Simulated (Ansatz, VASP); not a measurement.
## SrO: VASP beside Ansatz

```xyz
2
Lattice="0.0000 2.5698 2.5698 2.5698 0.0000 2.5698 2.5698 2.5698 0.0000" Properties=species:S:1:pos:R:3 pbc="T T T"
Sr    0.0000    0.0000   -0.1875
O     2.5698    2.5698    2.5698
```

Change from the starting cell: all Sr atoms moved +0.188 Å, as atom 1 towards its neighbour atom 2 (O) at 2.570 Å.

Alike in both runs: task single point; functional PBEsol; k mesh 8 × 8 × 8; occupations gaussian, width 0.05 eV; no spin polarisation.

|  | VASP | Ansatz |
| --- | --- | --- |
| version | VASP 6.6.1 | Ansatz 0.2.0 |
| potentials or method | VASP PAW PBE potentials, release 64 (Sr_sv, O), cutoff 520 eV | scalar-relativistic, plane waves, PAW |
| valence electrons in the cell | 16 | 16 |

|  | VASP | Ansatz | Ansatz less VASP |
| --- | --- | --- | --- |
| gap on the k mesh at the Fermi level (eV) | 3.24 | 3.29 | +0.047 |
| least direct gap on the mesh (eV) | 3.27 | 3.30 | +0.037 |
| pressure (GPa) | 0.7 | 0.0 | -0.66 |
| traceless stress, the component that is largest in VASP (GPa) | 2.73 | 2.56 | -0.167 |
| rms of the force components (eV/Å) | 0.295 | 0.276 | -0.0199 |

VASP's potentials were made for PBE, not for PBEsol. Atom by atom the forces differ by 0.020 eV/Å (rms over components).
